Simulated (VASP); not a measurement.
Runs of VASP 6.6.1 on GaN. The structure is that of space group F-43m (No. 216), or close to it. The cells are those of the table. 

```tsv
spin	cell	k mesh	smearing	gap on the mesh (eV)	pressure (GPa)
off	a = 3.216 Å, angles 60.0°, 2 atoms	10 × 10 × 10	gaussian 0.02 eV	1.55	(a)
off	a = 3.218 Å, angles 60.0°, 2 atoms	6 × 6 × 6	gaussian 0.1 eV	1.53	-0.4
collinear, ferromagnetic start	a = 3.622 Å, angles 60.0°, 2 atoms	6 × 6 × 6	gaussian 0.1 eV	none	-26.7
off	a = 3.622 Å, angles 60.0°, 2 atoms	6 × 6 × 6	gaussian 0.1 eV	none	-26.7
```

Alike in all rows: task single point; level PBE; potentials or basis VASP PAW PBE potentials, release 64 (Ga_d, N); cutoff (eV) 600.

Problem. Fill in the values left out.

Solution. (a) -0.1.

A k mesh can miss the band edges, and the runs leave out spin-orbit coupling on Ga.

A gap of «none» marks levels without a gap at the run's occupations.
